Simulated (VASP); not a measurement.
# ZnO in VASP: single point with r2SCAN

Aim: the single point of ZnO with r2SCAN.

All numbers are computed with VASP 6.6.1; they aren't measurements. Logs are shortened: lines on timing, memory, paths and dates and some standing lists are left out, and cuts for length are marked.

## (1) The cell of the first run

The cell holds a slab with vacuum, 12 atoms: a = 3.279 Å, b = 3.279 Å, c = 28.873 Å, α = 90.00°, β = 90.00°, γ = 120.00°.

## (2) Single point, r2SCAN

File POSCAR:

```
ZnO
1.0
    3.2794753228      0.0000000000      0.0000000000
   -1.6397376614      2.8401089406      0.0000000000
    0.0000000000      0.0000000000     28.8727940830
O Zn
6 6
Direct
    0.3333333333      0.6666666667      0.2597601042
    0.6666666667      0.3333333333      0.3514230456
    0.3333333333      0.6666666667      0.4430859869
    0.6666666667      0.3333333333      0.5347489283
    0.3333333333      0.6666666667      0.6264118697
    0.6666666667      0.3333333333      0.7180748110
    0.6666666667      0.3333333333      0.2819251890
    0.3333333333      0.6666666667      0.3735881303
    0.6666666667      0.3333333333      0.4652510717
    0.3333333333      0.6666666667      0.5569140131
    0.6666666667      0.3333333333      0.6485769544
    0.3333333333      0.6666666667      0.7402398958
```

File INCAR.step1:

```
PREC = Accurate ; ENCUT = 520
ISMEAR = 0 ; SIGMA = 0.05
LREAL = F ; LASPH = T
NELM = 100 ; LDIPOL = T
IDIPOL = 3 ; DIPOL = 0.5 0.5 0.500
NBANDS = 66 ; GGA = PE
ALGO = Normal ; EDIFF = 1E-4
LWAVE = T ; LCHARG = F
```

File INCAR.step2:

```
PREC = Accurate ; ENCUT = 520
EDIFF = 1E-7 ; ISMEAR = 0
SIGMA = 0.05 ; LREAL = F
LASPH = T ; NELM = 100
ALGO = Normal ; ISIF = 2
LWAVE = F ; LCHARG = F
LDIPOL = T ; IDIPOL = 3
DIPOL = 0.5 0.5 0.500 ; METAGGA = R2SCAN
LMIXTAU = T ; NBANDS = 66
ISTART = 1
```

File KPOINTS:

```
regular mesh
0
Gamma
  9 9 1
```

Potentials or basis: VASP PAW PBE potentials, release 64 (O, Zn).

On the command line:

```sh
cat potpaw_PBE.64/O/POTCAR potpaw_PBE.64/Zn/POTCAR > POTCAR
cp INCAR.step1 INCAR
mpirun -np 1 vasp_std > vasp.out
cp INCAR.step2 INCAR
mpirun -np 1 vasp_std > vasp.out
```

OUTCAR:

```text
PREC = Accurate
   ENCUT = 520
   EDIFF = 1E-7
   ISMEAR = 0
   LREAL = F
   LASPH = T
   NELM = 100
   ISIF = 2
   METAGGA = R2SCAN
   ISTART = 1

 ion  position               nearest neighbor table
   1  0.333  0.667  0.260-   7 2.00   7 2.00   7 2.00
   2  0.667  0.333  0.351-   8 2.00   8 2.00   8 2.00   7 2.01
   3  0.333  0.667  0.443-   9 2.00   9 2.00   9 2.00   8 2.01
   4  0.667  0.333  0.535-  10 2.00  10 2.00  10 2.00   9 2.01
   5  0.333  0.667  0.626-  11 2.00  11 2.00  11 2.00  10 2.01
   6  0.667  0.333  0.718-  12 2.00  12 2.00  12 2.00  11 2.01
   7  0.667  0.333  0.282-   1 2.00   1 2.00   1 2.00   2 2.01
   8  0.333  0.667  0.374-   2 2.00   2 2.00   2 2.00   3 2.01
   9  0.667  0.333  0.465-   3 2.00   3 2.00   3 2.00   4 2.01
  10  0.333  0.667  0.557-   4 2.00   4 2.00   4 2.00   5 2.01
  11  0.667  0.333  0.649-   5 2.00   5 2.00   5 2.00   6 2.01
  12  0.333  0.667  0.740-   6 2.00   6 2.00   6 2.00

  LATTYP: Found a hexagonal cell.
 ALAT       =     3.2794753228
 C/A-ratio  =     8.8040894476

  Lattice vectors:

 A1 = (   3.2794753228,   0.0000000000,   0.0000000000)
 A2 = (  -1.6397376614,   2.8401089406,   0.0000000000)
 A3 = (   0.0000000000,   0.0000000000,  28.8727940830)

Analysis of symmetry for initial positions (statically):
=====================================================================
 Subroutine PRICEL returns:
 Original cell was already a primitive cell.

 Routine SETGRP: Setting up the symmetry group for a
 hexagonal supercell.

 Subroutine GETGRP returns: Found  6 space group operations
 (whereof  6 operations were pure point group operations)
 out of a pool of 24 trial point group operations.

The static configuration has the point symmetry C_3v.

Analysis of symmetry for dynamics (positions and initial velocities):
=====================================================================
 Subroutine PRICEL returns:
 Original cell was already a primitive cell.

 Routine SETGRP: Setting up the symmetry group for a
 hexagonal supercell.

 Subroutine GETGRP returns: Found  6 space group operations
 (whereof  6 operations were pure point group operations)
 out of a pool of 24 trial point group operations.

The dynamic configuration has the point symmetry C_3v.

 Subroutine INISYM returns: Found  6 space group operations
 (whereof  6 operations are pure point group operations),
 and found     1 'primitive' translations

----------------------------------------------------------------------------------------

                                     Primitive cell

  volume of cell :     268.9231

  direct lattice vectors                    reciprocal lattice vectors
     3.279475323  0.000000000  0.000000000     0.304926826  0.176049585  0.000000000
    -1.639737661  2.840108941  0.000000000     0.000000000  0.352099170  0.000000000
     0.000000000  0.000000000 28.872794083     0.000000000  0.000000000  0.034634681

  length of vectors
     3.279475323  3.279475323 28.872794083     0.352099170  0.352099170  0.034634681

  position of ions in fractional coordinates (direct lattice)
     0.333333333  0.666666667  0.259760104
     0.666666667  0.333333333  0.351423046
     0.333333333  0.666666667  0.443085987
     0.666666667  0.333333333  0.534748928
     0.333333333  0.666666667  0.626411870
     0.666666667  0.333333333  0.718074811
     0.666666667  0.333333333  0.281925189
     0.333333333  0.666666667  0.373588130
     0.666666667  0.333333333  0.465251072
     0.333333333  0.666666667  0.556914013
     0.666666667  0.333333333  0.648576954
     0.333333333  0.666666667  0.740239896

  ion indices of the primitive-cell ions
   primitive index   ion index
                 1           1
                 2           2
                 3           3
                 4           4
                 5           5
                 6           6
                 7           7
                 8           8
                 9           9
                10          10
                11          11
                12          12

----------------------------------------------------------------------------------------

 KPOINTS: regular mesh

Automatic generation of k-mesh.
 Grid dimensions read from file:
 generate k-points for:    9    9    1

 Generating k-lattice:

  Cartesian coordinates                     Fractional coordinates (reciprocal lattice)
     0.033880758  0.019561065  0.000000000     0.111111111 -0.000000000  0.000000000
     0.000000000  0.039122130  0.000000000     0.000000000  0.111111111  0.000000000
     0.000000000  0.000000000  0.034634681     0.000000000  0.000000000  1.000000000

  Length of vectors
     0.039122130  0.039122130  0.034634681

  Shift w.r.t. Gamma in fractional coordinates (k-lattice)
     0.000000000  0.000000000  0.000000000

 Subroutine IBZKPT returns following result:
 ===========================================

 Found     12 irreducible k-points:

 Following reciprocal coordinates:
            Coordinates               Weight
  0.000000  0.000000  0.000000      1.000000
  0.111111  0.000000  0.000000      6.000000
  0.222222  0.000000  0.000000      6.000000
  0.333333  0.000000  0.000000      6.000000
  0.444444  0.000000  0.000000      6.000000
  0.111111  0.111111  0.000000      6.000000
  0.222222  0.111111  0.000000     12.000000
  0.333333  0.111111  0.000000     12.000000
  0.444444  0.111111  0.000000      6.000000
  0.222222  0.222222  0.000000      6.000000
  0.333333  0.222222  0.000000     12.000000
  0.333333  0.333333  0.000000      2.000000
   k-points           NKPTS =     12   k-points in BZ     NKDIM =     12   number of bands    NBANDS=     66
   number of dos      NEDOS =    301   number of ions     NIONS =     12
   total plane-waves  NPLWV = 124416
   dimension x,y,z NGX =    24 NGY =   24 NGZ =  216
   dimension x,y,z NGXF=    48 NGYF=   48 NGZF=  432
   ions per type =               6   6
   NGX,Y,Z   is equivalent  to a cutoff of  12.17, 12.17, 12.44 a.u.
   NGXF,Y,Z  is equivalent  to a cutoff of  24.33, 24.33, 24.87 a.u.
 SYSTEM =  unknown system
   PREC   = accura    normal or accurate (medium, high low for compatibility)
   ISTART =      1    job   : 0-new  1-cont  2-samecut
   ICHARG =      0    charge: 1-file 2-atom 10-const
   ISPIN  =      1    spin polarized calculation?
   LNONCOLLINEAR =      F non collinear calculations
   LSORBIT =      F    spin-orbit coupling
   LASPH  =      T    aspherical Exc in radial PAW
   ENCUT  =  520.0 eV  38.22 Ry    6.18 a.u.   6.10  6.10 53.68*2*pi/ulx,y,z
   NELM   =    100;   NELMIN=  2; NELMDL=  0     # of ELM steps
   EDIFF  = 0.1E-06   stopping-criterion for ELM
   LREAL  =      F    real-space projection
   EDIFFG = 0.1E-05   stopping-criterion for IOM
   NSW    =      0    number of steps for IOM
   IBRION =     -1    ionic relax: 0-MD 1-quasi-New 2-CG
   NFREE  =      0    steps in history (QN), initial steepest desc. (CG)
   ISIF   =      2    stress and relaxation
   ISYM   =      2    0-nonsym 1-usesym 2-fastsym
   POTIM  = 0.5000    time-step for ionic-motion
   TEBEG  =    0.0;   TEEND  =   0.0 temperature during run
   PSTRESS=    0.0 pullay stress
   NELECT =     108.0000    total number of electrons
   NUPDOWN=      -1.0000    fix difference up-down
   EMIN   =  10.00;   EMAX   =-10.00  energy-range for DOS
   EFERMI =   0.00;   METHOD = LEGACY
   ISMEAR =     0;   SIGMA  =   0.05  broadening in eV -4-tet -1-fermi 0-gaus
   EFERMI_NEDOS =   21; number of points for ismear=-14 and -15
   IALGO  =     38    algorithm
   IMIX   =      4    mixing-type and parameters
     AMIX     =   0.40;   BMIX     =  1.00
     AMIX_MAG =   1.60;   BMIX_MAG =  1.00
  volume/ion in A,a.u.               =      22.41       151.23
  Fermi-wavevector in a.u.,A,eV,Ry     =   1.207832  2.282472 19.848984  1.458859
  Thomas-Fermi vector in A             =   2.343458
   LORBIT       =      0    0 simple, 1 ext, 2 COOP (PROOUT), +10 PAW based schemes
   METAGGA = R2SCAN    functional components
   LHFCALC =     F    Hartree Fock is set to
   AEXX    =    0.0000 exact exchange contribution
   IVDW    =     0    specifies the selected vdW correction
   LEPSILON=     F    determine dielectric tensor
   LRPA    =     F    only Hartree local field effects (RPA)
 non-spin polarized calculation
 Gauss-broadening in eV      SIGMA  =   0.05
  energy-cutoff  :      520.00
  volume of cell :      268.92
 maximum number of plane-waves:      7320
   NGX = 13   NGY = 13   NGZ =107

 dipolmoment           0.000000      0.000000      0.004137 electrons x Angstroem

 number of electron     108.0000096 magnetization

 dipolmoment           0.000000      0.000000     -0.246609 electrons x Angstroem

 Free energy of the ion-electron system (eV)
  ---------------------------------------------------
  ext. energy  EPLUGINS =         0.00000000
  ---------------------------------------------------
  free energy    TOTEN  =      -106.26889488 eV

  energy without entropy =     -106.26286440  energy(sigma->0) =     -106.26587964

 E-fermi :  -2.0257     XC(G=0):  -6.7776

 val. band max:       -2.0307232838   @ k =   0.2222   0.0000   0.0000
 cond. band min:      -1.9684985738   @ k =   0.1111   0.1111   0.0000
 fundamental gap:      0.0622247100
 Fermi energy:        -2.0257167683

 k-point     1 :       0.0000    0.0000    0.0000
  band No.  band energies     occupation
      1     -22.8232      2.00000
      2     -21.9984      2.00000
      3     -21.4453      2.00000
      4     -20.9714      2.00000
      5     -20.4868      2.00000
      6     -19.3137      2.00000
[... 58 lines left out ...]
     65       6.5161      0.00000
     66       6.9925      0.00000

 k-point     2 :       0.1111    0.0000    0.0000
  band No.  band energies     occupation
      1     -22.7761      2.00000
      2     -21.9526      2.00000
      3     -21.4002      2.00000
      4     -20.9273      2.00000
      5     -20.4458      2.00000
      6     -19.2724      2.00000
[... 58 lines left out ...]
     65       6.6454      0.00000
     66       7.1222      0.00000

 k-point     3 :       0.2222    0.0000    0.0000
  band No.  band energies     occupation
      1     -22.6549      2.00000
      2     -21.8345      2.00000
      3     -21.2843      2.00000
      4     -20.8134      2.00000
      5     -20.3402      2.00000
      6     -19.1664      2.00000
[... 610 lines left out ...]
     65       6.0304      0.00000
     66       6.3628      0.00000

 k-point    12 :       0.3333    0.3333    0.0000
  band No.  band energies     occupation
      1     -22.3553      2.00000
      2     -21.5423      2.00000
      3     -20.9972      2.00000
      4     -20.5309      2.00000
      5     -20.0788      2.00000
      6     -18.9054      2.00000
[... 58 lines left out ...]
     65       6.1804      0.00000
     66       6.3013      0.00000

------------------------ aborting loop because EDIFF is reached ----------------------------------------

 vacuum level on the upper side and lower side of the slab       (xc-potential included)        -2.329         2.377

  FORCE on cell =-STRESS in cart. coord.  units (eV):
  Direction    XX          YY          ZZ          XY          YZ          ZX
  --------------------------------------------------------------------------------------
  -------------------------------------------------------------------------------------
  Total       -7.1925958     -7.1925958     -3.5130409     -0.0000000      0.0000000      0.0000000
  in kB      -42.8517001    -42.8517001    -20.9298254     -0.0000000      0.0000000      0.0000000
  external PRESSURE =     -35.5444085 kB  Pullay stress =       0.0000000 kB

 VOLUME and BASIS-vectors are now :
 -----------------------------------------------------------------------------
  energy-cutoff  :      520.00
  volume of cell :      268.92
      direct lattice vectors                 reciprocal lattice vectors
     3.279475323  0.000000000  0.000000000     0.304926826  0.176049585  0.000000000
    -1.639737661  2.840108941  0.000000000     0.000000000  0.352099170  0.000000000
     0.000000000  0.000000000 28.872794083     0.000000000  0.000000000  0.034634681

 POSITION                                       TOTAL-FORCE (eV/Angst)
 -----------------------------------------------------------------------------------
     -0.00000      1.89341      7.50000        -0.000000      0.000000      1.453605
      1.63974      0.94670     10.14657        -0.000000      0.000000      0.524721
     -0.00000      1.89341     12.79313        -0.000000      0.000000      0.366252
      1.63974      0.94670     15.43970        -0.000000      0.000000      0.391934
     -0.00000      1.89341     18.08626        -0.000000      0.000000      0.430782
      1.63974      0.94670     20.73283        -0.000000      0.000000      0.813382
      1.63974      0.94670      8.13997         0.000000     -0.000000     -1.366735
     -0.00000      1.89341     10.78653        -0.000000      0.000000     -0.455798
      1.63974      0.94670     13.43310        -0.000000      0.000000     -0.372322
     -0.00000      1.89341     16.07966        -0.000000      0.000000     -0.407047
      1.63974      0.94670     18.72623        -0.000000     -0.000000     -0.626295
     -0.00000      1.89341     21.37279         0.000000     -0.000000     -0.752479
 -----------------------------------------------------------------------------------
    total drift:                                0.000002     -0.000004     -0.021104

  FREE ENERGIE OF THE ION-ELECTRON SYSTEM (eV)
  ---------------------------------------------------
  free  energy   TOTEN  =      -106.2688948818 eV

  energy  without entropy=     -106.2628643985  energy(sigma->0) =     -106.26587964

 vacuum level on the upper side and lower side of the slab         1.742         6.532
```

Wall time 40 min (1 thread of Intel Xeon Platinum 8375C at 2.90GHz (Ice Lake), shared host); peak memory 0.5 GiB.

What came out:

- Free energy: -106.2689 eV
- Largest force: 1.454 eV/Å
- Band gap on the k mesh: zero (band 54 reaches -1.62 eV, above the bottom of band 55 at -2.03 eV)

Forces in eV/Å, atoms in the order of the input:
```
O    0.000  0.000  1.454
O    0.000  0.000  0.525
O    0.000  0.000  0.366
O    0.000  0.000  0.392
O    0.000  0.000  0.431
O    0.000  0.000  0.813
Zn   0.000  0.000 -1.367
Zn   0.000  0.000 -0.456
Zn   0.000  0.000 -0.372
Zn   0.000  0.000 -0.407
Zn   0.000  0.000 -0.626
Zn   0.000  0.000 -0.752
```

Levels at points of the mesh, in eV from the Fermi level:
| k point | band 51 | band 52 | band 53 | band 54 | band 55 | band 56 | band 57 | band 58 |
| --- | --- | --- | --- | --- | --- | --- | --- | --- |
| (0.00, 0.00, 0.00) | -0.38 | -0.38 | -0.20 | 0.40 | 0.40 | 1.00 | 2.05 | 2.88 |

Caveat: the PAW data sets were made with another functional, which shifts forces and pressure a little.
